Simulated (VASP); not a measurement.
# Li6Be2Nb (Fm-3m) in VASP: notebook

Runs on Li6Be2Nb. Level: PBE. Tasks: relaxation of cell and atoms, single point.

All numbers are computed with VASP 6.6.1; they aren't measurements. Logs are shortened: lines on timing, memory, paths and dates and some standing lists are left out, and cuts for length are marked.

### 1 The cell of the first run

It takes space group Fm-3m (No. 225, cubic). Conventional cell: a = 7.166 Å, b = 7.166 Å, c = 7.166 Å, α = 90.00°, β = 90.00°, γ = 90.00°. Within 2.3 Å of Li (site symmetry 4mm) lie 1 Nb at 1.71 Å. Within 3.3 Å of Be (site symmetry -43m) lie 12 Li at 2.53 Å and 4 Nb at 3.10 Å. Nb (site symmetry m-3m) has 6 Li at 1.71 Å within 2.3 Å.

### 2 Relaxation of cell and atoms, PBE

INCAR

```
PREC = Accurate
ENCUT = 600
EDIFF = 1E-6
ISMEAR = 0
SIGMA = 0.1
LREAL = F
LASPH = T
NELM = 100
ALGO = Normal
ISIF = 3
LWAVE = F
LCHARG = F
GGA = PE
IBRION = 2
NSW = 90
EDIFFG = -0.04
```

KPOINTS

```
Automatic mesh
0
Gamma
  4 4 4
```

POSCAR

```
Li6Be2Nb
1.0
    0.0000000000      3.5828775900      3.5828775900
    3.5828775900      0.0000000000      3.5828775900
    3.5828775900      3.5828775900      0.0000000000
Li Be Nb
6 2 1
Direct
    0.7619999900      0.2380000100      0.2380000100
    0.2380000100      0.7619999900      0.2380000100
    0.2380000100      0.7619999900      0.7619999900
    0.7619999900      0.2380000100      0.7619999900
    0.2380000100      0.2380000100      0.7619999900
    0.7619999900      0.7619999900      0.2380000100
    0.2500000000      0.2500000000      0.2500000000
    0.7500000000      0.7500000000      0.7500000000
    0.0000000000      0.0000000000      0.0000000000
```

Potentials or basis: VASP PAW PBE potentials, release 64 (Li_sv, Be, Nb_sv).

Launch:

```bash
$ cat potpaw_PBE.64/Li_sv/POTCAR potpaw_PBE.64/Be/POTCAR potpaw_PBE.64/Nb_sv/POTCAR > POTCAR
$ mpirun -np 1 vasp_std > vasp.out
```

OUTCAR:

```text
PREC = Accurate
   ENCUT = 600
   EDIFF = 1E-6
   ISMEAR = 0
   LREAL = F
   LASPH = T
   NELM = 100
   ISIF = 3
   GGA = PE
   IBRION = 2
   NSW = 90
   EDIFFG = -0.04

 ion  position               nearest neighbor table
   1  0.762  0.238  0.238-   9 1.71   4 2.41   5 2.41   6 2.41   2 2.41
   2  0.238  0.762  0.238-   9 1.71   3 2.41   5 2.41   6 2.41   1 2.41
   3  0.238  0.762  0.762-   9 1.71   4 2.41   5 2.41   6 2.41   2 2.41
   4  0.762  0.238  0.762-   9 1.71   3 2.41   5 2.41   6 2.41   1 2.41
   5  0.238  0.238  0.762-   9 1.71   2 2.41   3 2.41   4 2.41   1 2.41
   6  0.762  0.762  0.238-   9 1.71   2 2.41   3 2.41   4 2.41   1 2.41
   7  0.250  0.250  0.250-
   8  0.750  0.750  0.750-
   9  0.000  0.000  0.000-   1 1.71   2 1.71   3 1.71   4 1.71   5 1.71   6 1.71

  LATTYP: Found a face centered cubic cell.
 ALAT       =     7.1657551800

  Lattice vectors:

 A1 = (   0.0000000000,   3.5828775900,   3.5828775900)
 A2 = (   3.5828775900,   0.0000000000,   3.5828775900)
 A3 = (   3.5828775900,   3.5828775900,   0.0000000000)

Analysis of symmetry for initial positions (statically):
=====================================================================
 Subroutine PRICEL returns:
 Original cell was already a primitive cell.

 Routine SETGRP: Setting up the symmetry group for a
 face centered cubic supercell.

 Subroutine GETGRP returns: Found 48 space group operations
 (whereof 48 operations were pure point group operations)
 out of a pool of 48 trial point group operations.

The static configuration has the point symmetry O_h .

Analysis of symmetry for dynamics (positions and initial velocities):
=====================================================================
 Subroutine PRICEL returns:
 Original cell was already a primitive cell.

 Routine SETGRP: Setting up the symmetry group for a
 face centered cubic supercell.

 Subroutine GETGRP returns: Found 48 space group operations
 (whereof 48 operations were pure point group operations)
 out of a pool of 48 trial point group operations.

The dynamic configuration has the point symmetry O_h .

 Subroutine INISYM returns: Found 48 space group operations
 (whereof 48 operations are pure point group operations),
 and found     1 'primitive' translations

----------------------------------------------------------------------------------------

                                     Primitive cell

  volume of cell :      91.9869

  direct lattice vectors                    reciprocal lattice vectors
     0.000000000  3.582877590  3.582877590    -0.139552633  0.139552633  0.139552633
     3.582877590  0.000000000  3.582877590     0.139552633 -0.139552633  0.139552633
     3.582877590  3.582877590  0.000000000     0.139552633  0.139552633 -0.139552633

  length of vectors
     5.066954080  5.066954080  5.066954080     0.241712250  0.241712250  0.241712250

  position of ions in fractional coordinates (direct lattice)
     0.761999990  0.238000010  0.238000010
     0.238000010  0.761999990  0.238000010
     0.238000010  0.761999990  0.761999990
     0.761999990  0.238000010  0.761999990
     0.238000010  0.238000010  0.761999990
     0.761999990  0.761999990  0.238000010
     0.250000000  0.250000000  0.250000000
     0.750000000  0.750000000  0.750000000
     0.000000000  0.000000000  0.000000000

  ion indices of the primitive-cell ions
   primitive index   ion index
                 1           1
                 2           2
                 3           3
                 4           4
                 5           5
                 6           6
                 7           7
                 8           8
                 9           9

----------------------------------------------------------------------------------------

 KPOINTS: Automatic mesh

Automatic generation of k-mesh.
 Grid dimensions read from file:
 generate k-points for:    4    4    4

 Generating k-lattice:

  Cartesian coordinates                     Fractional coordinates (reciprocal lattice)
    -0.034888158  0.034888158  0.034888158     0.250000000  0.000000000  0.000000000
     0.034888158 -0.034888158  0.034888158     0.000000000  0.250000000  0.000000000
     0.034888158  0.034888158 -0.034888158     0.000000000  0.000000000  0.250000000

  Length of vectors
     0.060428063  0.060428063  0.060428063

  Shift w.r.t. Gamma in fractional coordinates (k-lattice)
     0.000000000  0.000000000  0.000000000

 Subroutine IBZKPT returns following result:
 ===========================================

 Found      8 irreducible k-points:

 Following reciprocal coordinates:
            Coordinates               Weight
  0.000000  0.000000  0.000000      1.000000
  0.250000  0.000000  0.000000      8.000000
  0.500000  0.000000  0.000000      4.000000
  0.250000  0.250000  0.000000      6.000000
  0.500000  0.250000  0.000000     24.000000
 -0.250000  0.250000  0.000000     12.000000
  0.500000  0.500000  0.000000      3.000000
 -0.250000  0.500000  0.250000      6.000000
   k-points           NKPTS =      8   k-points in BZ     NKDIM =      8   number of bands    NBANDS=     22
   number of dos      NEDOS =    301   number of ions     NIONS =      9
   total plane-waves  NPLWV =  64000
   dimension x,y,z NGX =    40 NGY =   40 NGZ =   40
   dimension x,y,z NGXF=    80 NGYF=   80 NGZF=   80
   ions per type =               6   2   1
   NGX,Y,Z   is equivalent  to a cutoff of  13.12, 13.12, 13.12 a.u.
   NGXF,Y,Z  is equivalent  to a cutoff of  26.25, 26.25, 26.25 a.u.
 SYSTEM =  unknown system
   PREC   = accura    normal or accurate (medium, high low for compatibility)
   ISTART =      0    job   : 0-new  1-cont  2-samecut
   ICHARG =      2    charge: 1-file 2-atom 10-const
   ISPIN  =      1    spin polarized calculation?
   LNONCOLLINEAR =      F non collinear calculations
   LSORBIT =      F    spin-orbit coupling
   LASPH  =      T    aspherical Exc in radial PAW
   ENCUT  =  600.0 eV  44.10 Ry    6.64 a.u.  10.12 10.12 10.12*2*pi/ulx,y,z
   NELM   =    100;   NELMIN=  2; NELMDL= -5     # of ELM steps
   EDIFF  = 0.1E-05   stopping-criterion for ELM
   LREAL  =      F    real-space projection
   EDIFFG = -.4E-01   stopping-criterion for IOM
   NSW    =     90    number of steps for IOM
   IBRION =      2    ionic relax: 0-MD 1-quasi-New 2-CG
   NFREE  =      1    steps in history (QN), initial steepest desc. (CG)
   ISIF   =      3    stress and relaxation
   ISYM   =      2    0-nonsym 1-usesym 2-fastsym
   POTIM  = 0.5000    time-step for ionic-motion
   TEBEG  =    0.0;   TEEND  =   0.0 temperature during run
   PSTRESS=    0.0 pullay stress
   NELECT =      35.0000    total number of electrons
   NUPDOWN=      -1.0000    fix difference up-down
   EMIN   =  10.00;   EMAX   =-10.00  energy-range for DOS
   EFERMI =   0.00;   METHOD = LEGACY
   ISMEAR =     0;   SIGMA  =   0.10  broadening in eV -4-tet -1-fermi 0-gaus
   EFERMI_NEDOS =   21; number of points for ismear=-14 and -15
   IALGO  =     38    algorithm
   IMIX   =      4    mixing-type and parameters
     AMIX     =   0.40;   BMIX     =  1.00
     AMIX_MAG =   1.60;   BMIX_MAG =  1.00
  volume/ion in A,a.u.               =      10.22        68.97
  Fermi-wavevector in a.u.,A,eV,Ry     =   1.186285  2.241753 19.147085  1.407271
  Thomas-Fermi vector in A             =   2.322460
   LORBIT       =      0    0 simple, 1 ext, 2 COOP (PROOUT), +10 PAW based schemes
   GGA     = PE    functional components
   LHFCALC =     F    Hartree Fock is set to
   AEXX    =    0.0000 exact exchange contribution
   IVDW    =     0    specifies the selected vdW correction
   LEPSILON=     F    determine dielectric tensor
   LRPA    =     F    only Hartree local field effects (RPA)
 conjugate gradient relaxation of ions
 non-spin polarized calculation
 Gauss-broadening in eV      SIGMA  =   0.10
  energy-cutoff  :      600.00
  volume of cell :       91.99
 maximum number of plane-waves:      3119
   NGX = 21   NGY = 21   NGZ = 21

--------------------------------------- Ionic step        1  -------------------------------------------

 number of electron      34.9999965 magnetization

 Free energy of the ion-electron system (eV)
  ---------------------------------------------------
  ext. energy  EPLUGINS =         0.00000000
  ---------------------------------------------------
  free energy    TOTEN  =        -7.80474935 eV

  energy without entropy =       -7.77331246  energy(sigma->0) =       -7.78903091

------------------------ aborting loop because EDIFF is reached ----------------------------------------

  FORCE on cell =-STRESS in cart. coord.  units (eV):
  Direction    XX          YY          ZZ          XY          YZ          ZX
  --------------------------------------------------------------------------------------
  -------------------------------------------------------------------------------------
  Total       27.4775206     27.4775206     27.4775206     -0.0000000     -0.0000000      0.0000000
  in kB      478.5884533    478.5884533    478.5884533     -0.0000000     -0.0000000      0.0000000
  external PRESSURE =     478.5884533 kB  Pullay stress =       0.0000000 kB
[... 157 lines left out ...]
  energy  without entropy=      -19.8771604721  energy(sigma->0) =      -19.91710684

--------------------------------------- Ionic step        5  -------------------------------------------

 number of electron      34.9999984 magnetization

 Free energy of the ion-electron system (eV)
  ---------------------------------------------------
  ext. energy  EPLUGINS =         0.00000000
  ---------------------------------------------------
  free energy    TOTEN  =       -19.96038090 eV

  energy without entropy =      -19.87819237  energy(sigma->0) =      -19.91928663

 E-fermi :   2.5985     XC(G=0):  -8.6066

 val. band max:        2.5718886976   @ k =   0.2500   0.2500   0.0000
 cond. band min:       2.6049841995   @ k =  -0.2500   0.5000   0.2500
 fundamental gap:      0.0330955019
 Fermi energy:         2.5984861672

 k-point     1 :       0.0000    0.0000    0.0000
  band No.  band energies     occupation
      1     -52.0352      2.00000
      2     -43.2336      2.00000
      3     -43.1721      2.00000
      4     -43.1721      2.00000
      5     -43.1721      2.00000
      6     -43.1398      2.00000
[... 225 lines left out ...]
  FREE ENERGIE OF THE ION-ELECTRON SYSTEM (eV)
  ---------------------------------------------------
  free  energy   TOTEN  =       -19.9603808971 eV

  energy  without entropy=      -19.8781923696  energy(sigma->0) =      -19.91928663

 reached required accuracy - stopping structural energy minimisation
```

Run time: 3.2 min. Hardware: 1 thread of Intel Xeon Platinum 8488C (Sapphire Rapids), shared host; peak memory 0.26 GiB.

What came out:

| Quantity | Value |
| --- | --- |
| Free energy | -19.9604 eV |
| Relaxed volume | 15.56 Å³/atom |
| Relaxed cell | a = 5.829 Å, b = 5.829 Å, c = 5.829 Å, α = 60.00°, β = 60.00°, γ = 60.00° |
| Space group after relaxing (to 0.05 Å) | Fm-3m (No. 225) |
| Energy gained by relaxing | 1350.6 meV/atom |
| Ionic steps | 5 |
| Pressure after relaxing | 0.1 GPa |

The path:
```tsv
step	energy change (eV)	largest force (eV/Å)	pressure (GPa)	volume (Å³)
1	0.0000	8.1783	47.86	91.99
2	-12.1386	0.2242	0.43	138.91
3	-12.1438	0.0953	0.86	137.27
4	-12.1523	0.0433	0.47	138.73
5	-12.1556	0.0009	0.14	140.05
```

Final structure:
```yaml
crystal:
  lattice:
    - [0.00000, 4.12180, 4.12180]
    - [4.12180, 0.00000, 4.12180]
    - [4.12180, 4.12180, 0.00000]
  atoms:
    - { symbol: Li, position: [0.70974, 0.29026, 0.29026] }
    - { symbol: Li, position: [0.29026, 0.70974, 0.29026] }
    - { symbol: Li, position: [0.29026, 0.70974, 0.70974] }
    - { symbol: Li, position: [0.70974, 0.29026, 0.70974] }
    - { symbol: Li, position: [0.29026, 0.29026, 0.70974] }
    - { symbol: Li, position: [0.70974, 0.70974, 0.29026] }
    - { symbol: Be, position: [0.25000, 0.25000, 0.25000] }
    - { symbol: Be, position: [0.75000, 0.75000, 0.75000] }
    - { symbol: Nb, position: [0.00000, 0.00000, 0.00000] }
```

Caveat: the k points lie up to 0.33 Å⁻¹ apart in the final cell; the cutoff is under 1.25 times the usual one of these potentials, so pressure, stress and relaxed cells hold a basis-set (Pulay) error; the volume moved by over 15 % at a fixed basis, so the end points are rough.

(Part 1 of 2 ends here.)
